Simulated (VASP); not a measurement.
# Ni (Fm-3m) in VASP: further runs

The runs below take Ni through single point, with PBEsol.

Everything below comes from runs of VASP 6.6.1. Logs are shortened: lines on timing, memory, paths and dates and some standing lists are left out, and cuts for length are marked.

### Step 1. The cell of the first run

Symmetry: Fm-3m, No. 225, cubic system. Conventional cell: a = 3.459 Å, b = 3.459 Å, c = 3.459 Å, α = 90.00°, β = 90.00°, γ = 90.00°. Within 3.2 Å of Ni (site symmetry m-3m) lie 12 Ni at 2.45 Å.

### Step 2. Single point, PBEsol

INCAR

```
SYSTEM = Ni
ALGO = Normal ; EDIFF = 1E-6
ENCUT = 520 ; GGA = PS
ISIF = 2 ; ISMEAR = -1
LASPH = .TRUE. ; LCHARG = .TRUE.
LELF = .TRUE. ; LREAL = .FALSE.
LVHAR = .TRUE. ; LWAVE = .FALSE.
NBANDS = 11 ; NELM = 60
PREC = Accurate ; SIGMA = 0.1
```

KPOINTS

```
k-points
0
G
  26 26 26
  0 0 0
```

POSCAR

```
Ni
1.0
    0.0000000000      1.7296566487      1.7296566487
    1.7296566487      0.0000000000      1.7296566487
    1.7296566487      1.7296566487      0.0000000000
Ni
1
Direct
    0.0000000000      0.0000000000      0.0000000000
```

Potentials or basis: VASP PAW PBE potentials, release 64 (Ni).

Run with:

```sh
> cat potpaw_PBE.64/Ni/POTCAR > POTCAR
> mpirun -np 1 vasp_std > vasp.out
```

OUTCAR:

```text
SYSTEM = Ni
   EDIFF = 1E-6
   ENCUT = 520
   GGA = PS
   ISIF = 2
   ISMEAR = -1
   LASPH = .TRUE.
   LREAL = .FALSE.
   NELM = 60
   PREC = Accurate

 ion  position               nearest neighbor table
   1  0.000  0.000  0.000-

  LATTYP: Found a face centered cubic cell.
 ALAT       =     3.4593132974

  Lattice vectors:

 A1 = (   0.0000000000,   1.7296566487,   1.7296566487)
 A2 = (   1.7296566487,   0.0000000000,   1.7296566487)
 A3 = (   1.7296566487,   1.7296566487,   0.0000000000)

Analysis of symmetry for initial positions (statically):
=====================================================================
 Subroutine PRICEL returns:
 Original cell was already a primitive cell.

 Routine SETGRP: Setting up the symmetry group for a
 face centered cubic supercell.

 Subroutine GETGRP returns: Found 48 space group operations
 (whereof 48 operations were pure point group operations)
 out of a pool of 48 trial point group operations.

The static configuration has the point symmetry O_h .

Analysis of symmetry for dynamics (positions and initial velocities):
=====================================================================
 Subroutine PRICEL returns:
 Original cell was already a primitive cell.

 Routine SETGRP: Setting up the symmetry group for a
 face centered cubic supercell.

 Subroutine GETGRP returns: Found 48 space group operations
 (whereof 48 operations were pure point group operations)
 out of a pool of 48 trial point group operations.

The dynamic configuration has the point symmetry O_h .

 Subroutine INISYM returns: Found 48 space group operations
 (whereof 48 operations are pure point group operations),
 and found     1 'primitive' translations

----------------------------------------------------------------------------------------

                                     Primitive cell

  volume of cell :      10.3493

  direct lattice vectors                    reciprocal lattice vectors
     0.000000000  1.729656649  1.729656649    -0.289074713  0.289074713  0.289074713
     1.729656649  0.000000000  1.729656649     0.289074713 -0.289074713  0.289074713
     1.729656649  1.729656649  0.000000000     0.289074713  0.289074713 -0.289074713

  length of vectors
     2.446103891  2.446103891  2.446103891     0.500692091  0.500692091  0.500692091

  position of ions in fractional coordinates (direct lattice)
     0.000000000  0.000000000  0.000000000

  ion indices of the primitive-cell ions
   primitive index   ion index
                 1           1

----------------------------------------------------------------------------------------

 KPOINTS: k-points

Automatic generation of k-mesh.
 Grid dimensions read from file:
 generate k-points for:   26   26   26

 Generating k-lattice:

  Cartesian coordinates                     Fractional coordinates (reciprocal lattice)
    -0.011118258  0.011118258  0.011118258     0.038461538  0.000000000  0.000000000
     0.011118258 -0.011118258  0.011118258     0.000000000  0.038461538  0.000000000
     0.011118258  0.011118258 -0.011118258     0.000000000  0.000000000  0.038461538

  Length of vectors
     0.019257388  0.019257388  0.019257388

  Shift w.r.t. Gamma in fractional coordinates (k-lattice)
     0.000000000  0.000000000  0.000000000

 Subroutine IBZKPT returns following result:
 ===========================================

 Found    511 irreducible k-points:

 Following reciprocal coordinates:
            Coordinates               Weight
  0.000000  0.000000  0.000000      1.000000
  0.038462  0.000000  0.000000      8.000000
  0.076923  0.000000  0.000000      8.000000
  0.115385  0.000000  0.000000      8.000000
  0.153846  0.000000  0.000000      8.000000
  0.192308  0.000000  0.000000      8.000000
[... 16 lines left out ...]
  0.346154  0.038462  0.000000     24.000000
  0.384615  0.038462  0.000000     24.000000
 [... further k-points ...]
   k-points           NKPTS =    511   k-points in BZ     NKDIM =    511   number of bands    NBANDS=     11
   number of dos      NEDOS =    301   number of ions     NIONS =      1
   total plane-waves  NPLWV =   5832
   dimension x,y,z NGX =    18 NGY =   18 NGZ =   18
   dimension x,y,z NGXF=    36 NGYF=   36 NGZF=   36
   ions per type =               1
   NGX,Y,Z   is equivalent  to a cutoff of  12.23, 12.23, 12.23 a.u.
   NGXF,Y,Z  is equivalent  to a cutoff of  24.47, 24.47, 24.47 a.u.
 SYSTEM =  Ni
   PREC   = accura    normal or accurate (medium, high low for compatibility)
   ISTART =      0    job   : 0-new  1-cont  2-samecut
   ICHARG =      2    charge: 1-file 2-atom 10-const
   ISPIN  =      1    spin polarized calculation?
   LNONCOLLINEAR =      F non collinear calculations
   LSORBIT =      F    spin-orbit coupling
   LASPH  =      T    aspherical Exc in radial PAW
   ENCUT  =  520.0 eV  38.22 Ry    6.18 a.u.   4.55  4.55  4.55*2*pi/ulx,y,z
   NELM   =     60;   NELMIN=  2; NELMDL= -5     # of ELM steps
   EDIFF  = 0.1E-05   stopping-criterion for ELM
   LREAL  =      F    real-space projection
   EDIFFG = 0.1E-04   stopping-criterion for IOM
   NSW    =      0    number of steps for IOM
   IBRION =     -1    ionic relax: 0-MD 1-quasi-New 2-CG
   NFREE  =      0    steps in history (QN), initial steepest desc. (CG)
   ISIF   =      2    stress and relaxation
   ISYM   =      2    0-nonsym 1-usesym 2-fastsym
   POTIM  = 0.5000    time-step for ionic-motion
   TEBEG  =    0.0;   TEEND  =   0.0 temperature during run
   PSTRESS=    0.0 pullay stress
   NELECT =      10.0000    total number of electrons
   NUPDOWN=      -1.0000    fix difference up-down
   EMIN   =  10.00;   EMAX   =-10.00  energy-range for DOS
   EFERMI =   0.00;   METHOD = LEGACY
   ISMEAR =    -1;   SIGMA  =   0.10  broadening in eV -4-tet -1-fermi 0-gaus
   EFERMI_NEDOS =   21; number of points for ismear=-14 and -15
   IALGO  =     38    algorithm
   IMIX   =      4    mixing-type and parameters
     AMIX     =   0.40;   BMIX     =  1.00
     AMIX_MAG =   1.60;   BMIX_MAG =  1.00
  volume/ion in A,a.u.               =      10.35        69.84
  Fermi-wavevector in a.u.,A,eV,Ry     =   1.618471  3.058467 35.639760  2.619448
  Thomas-Fermi vector in A             =   2.712729
   LORBIT       =      0    0 simple, 1 ext, 2 COOP (PROOUT), +10 PAW based schemes
   GGA     = PS    functional components
   LHFCALC =     F    Hartree Fock is set to
   AEXX    =    0.0000 exact exchange contribution
   IVDW    =     0    specifies the selected vdW correction
   LEPSILON=     F    determine dielectric tensor
   LRPA    =     F    only Hartree local field effects (RPA)
 non-spin polarized calculation
  energy-cutoff  :      520.00
  volume of cell :       10.35
 maximum number of plane-waves:       295
   NGX =  9   NGY =  9   NGZ =  9

 number of electron      10.0000000 magnetization

 number of electron       9.9999992 magnetization

 Free energy of the ion-electron system (eV)
  ---------------------------------------------------
  ext. energy  EPLUGINS =         0.00000000
  ---------------------------------------------------
  free energy    TOTEN  =        -6.13421608 eV

  energy without entropy =       -6.04909469  energy(sigma->0) =       -6.09165539

 E-fermi :   9.7593     XC(G=0): -13.7340

 val. band max:        9.7576768278   @ k =  -0.3462   0.3846   0.1538
 cond. band min:       9.7603568287   @ k =   0.5000   0.2692   0.0385
 fundamental gap:      0.0026800009
 Fermi energy:         9.7593476500

 k-point     1 :       0.0000    0.0000    0.0000
  band No.  band energies     occupation
      1       0.4930      2.00000
      2       7.7336      2.00000
      3       7.7336      2.00000
      4       7.7336      2.00000
      5       8.9341      1.99948
      6       8.9341      1.99948
      7      33.9790      0.00000
      8      38.2642      0.00000
      9      38.2642      0.00000
     10      38.2642      0.00000
     11      41.4258      0.00000

 k-point     2 :       0.0385    0.0000    0.0000
  band No.  band energies     occupation
      1       0.5533      2.00000
      2       7.7160      2.00000
      3       7.7482      2.00000
      4       7.7482      2.00000
      5       8.9275      1.99951
      6       8.9275      1.99951
      7      33.8427      0.00000
      8      37.3106      0.00000
      9      38.1252      0.00000
     10      38.1252      0.00000
     11      41.6306      0.00000

 k-point     3 :       0.0769    0.0000    0.0000
  band No.  band energies     occupation
      1       0.7330      2.00000
      2       7.6653      2.00000
      3       7.7892      2.00000
      4       7.7892      2.00000
      5       8.9104      1.99959
      6       8.9104      1.99959
      7      33.2116      0.00000
      8      35.9602      0.00000
      9      37.7934      0.00000
     10      37.7934      0.00000
     11      42.1399      0.00000

 k-point     4 :       0.1154    0.0000    0.0000
  band No.  band energies     occupation
      1       1.0283      2.00000
      2       7.5884      2.00000
      3       7.8483      2.00000
      4       7.8483      2.00000
      5       8.8910      1.99966
      6       8.8910      1.99966
      7      31.7603      0.00000
      8      35.2557      0.00000
      9      37.3967      0.00000
     10      37.3967      0.00000
     11      42.4356      0.00000

 k-point     5 :       0.1538    0.0000    0.0000
  band No.  band energies     occupation
      1       1.4318      2.00000
      2       7.4966      2.00000
      3       7.9102      2.00000
      4       7.9102      2.00000
      5       8.8840      1.99968
      6       8.8840      1.99968
      7      29.8607      0.00000
      8      34.9302      0.00000
      9      37.0060      0.00000
     10      37.0060      0.00000
     11      42.3924      0.00000
[... 211 lines left out ...]
 k-point    21 :       0.2692    0.0385    0.0000
  band No.  band energies     occupation
      1       2.9657      2.00000
      2       7.2920      2.00000
      3       7.9462      2.00000
      4       7.9725      2.00000
      5       8.9746      1.99922
      6       9.1534      1.99534
      7      24.6175      0.00000
      8      33.7276      0.00000
      9      34.8260      0.00000
     10      37.8289      0.00000
     11      40.0264      0.00000

 k-point    22 :       0.3077    0.0385    0.0000
  band No.  band energies     occupation
      1       3.5848      2.00000
      2       7.3372      2.00000
      3       7.8911      2.00000
      4       7.9320      2.00000
      5       9.1341      1.99616
      6       9.2837      1.98295
      7      22.7407      0.00000
      8      33.3755      0.00000
      9      34.6051      0.00000
     10      37.3754      0.00000
     11      39.5507      0.00000

 k-point    23 :       0.3462    0.0385    0.0000
  band No.  band energies     occupation
      1       4.1463      2.00000
      2       7.5167      2.00000
      3       7.8257      2.00000
      4       7.8771      2.00000
      5       9.3186      1.97593
      6       9.4216      1.93399
      7      20.9670      0.00000
      8      33.0342      0.00000
      9      34.4662      0.00000
     10      36.8453      0.00000
     11      39.1574      0.00000

 k-point    24 :       0.3846    0.0385    0.0000
  band No.  band energies     occupation
      1       4.5759      2.00000
      2       7.7552      2.00000
      3       7.8198      2.00000
      4       7.8782      2.00000
      5       9.5170      1.83727
      6       9.5484      1.78367
      7      19.3324      0.00000
      8      32.7284      0.00000
      9      34.4165      0.00000
     10      36.2836      0.00000
     11      38.9077      0.00000

 [... further k-points ...]

------------------------ aborting loop because EDIFF is reached ----------------------------------------

  FORCE on cell =-STRESS in cart. coord.  units (eV):
  Direction    XX          YY          ZZ          XY          YZ          ZX
  --------------------------------------------------------------------------------------
  -------------------------------------------------------------------------------------
  Total        0.0076972      0.0076972      0.0076972      0.0000000      0.0000000      0.0000000
  in kB        1.1916158      1.1916158      1.1916158      0.0000000      0.0000000      0.0000000
  external PRESSURE =       1.1916158 kB  Pullay stress =       0.0000000 kB

 VOLUME and BASIS-vectors are now :
 -----------------------------------------------------------------------------
  energy-cutoff  :      520.00
  volume of cell :       10.35
      direct lattice vectors                 reciprocal lattice vectors
     0.000000000  1.729656649  1.729656649    -0.289074713  0.289074713  0.289074713
     1.729656649  0.000000000  1.729656649     0.289074713 -0.289074713  0.289074713
     1.729656649  1.729656649  0.000000000     0.289074713  0.289074713 -0.289074713

 POSITION                                       TOTAL-FORCE (eV/Angst)
 -----------------------------------------------------------------------------------
      0.00000      0.00000      0.00000         0.000000      0.000000      0.000000
 -----------------------------------------------------------------------------------
    total drift:                                0.000000     -0.000000      0.000000

  FREE ENERGIE OF THE ION-ELECTRON SYSTEM (eV)
  ---------------------------------------------------
  free  energy   TOTEN  =        -6.1342160840 eV

  energy  without entropy=       -6.0490946922  energy(sigma->0) =       -6.09165539
```

Run time: 25 s. Hardware: 1 thread of AMD EPYC 9R45 (Zen 5), shared host; peak memory 0.14 GiB.

What came out:

```yaml
Free_energy: -6.1342 eV
Pressure: 0.1 GPa
Band_gap_on_the_k_mesh: zero (band 5 reaches 9.92 eV, above the bottom of band 6 at 8.88 eV)
```

Caveat: the PAW data sets were made with another functional, which shifts forces and pressure a little; the run has no spin polarisation, though such a crystal can be magnetic. Spin polarisation is off, so any magnetic state and its effect on volume and gap are missing.

### Step 3. Single point, PBEsol

INCAR

```
ALGO = Normal ; EDIFF = 1E-6
ENCUT = 520 ; GGA = PS
ISIF = 2 ; ISMEAR = -1
LASPH = True ; LCHARG = True
LELF = True ; LREAL = False
LVHAR = True ; LWAVE = False
NBANDS = 11 ; NELM = 80
PREC = Accurate ; SIGMA = 0.1
```

KPOINTS

```
k-points
0
Gamma
  26 26 26
```

POSCAR is that of step 2.

Potentials or basis: VASP PAW PBE potentials, release 64 (Ni).

Run with:

```sh
> cat potpaw_PBE.64/Ni/POTCAR > POTCAR
> mpirun -np 1 vasp_std > vasp.out
```

Run time: 25 s. Hardware: 1 thread of AMD EPYC 9R45 (Zen 5), shared host; peak memory 0.14 GiB.

It converged, with:

* Free energy: -6.1342 eV
* Pressure: 0.1 GPa
* Band gap on the k mesh: zero (band 5 reaches 9.92 eV, above the bottom of band 6 at 8.88 eV)

Levels at points of the mesh, in eV from the Fermi level:
| k point | band 3 | band 4 | band 5 | band 6 | band 7 | band 8 |
| --- | --- | --- | --- | --- | --- | --- |
| (0.00, 0.00, 0.00) | -2.03 | -2.03 | -0.83 | -0.83 | 24.22 | 28.50 |
| (0.50, 0.00, 0.00) | -2.07 | -0.30 | -0.03 | -0.03 | 6.38 | 22.69 |
| (0.50, 0.50, 0.00) | -0.04 | 0.16 | 0.16 | 2.57 | 9.94 | 15.40 |

Caveat: the PAW data sets were made with another functional, which shifts forces and pressure a little; the run has no spin polarisation, though such a crystal can be magnetic. Spin polarisation is off, so any magnetic state and its effect on volume and gap are missing.

(Part 1 of 2 ends here.)
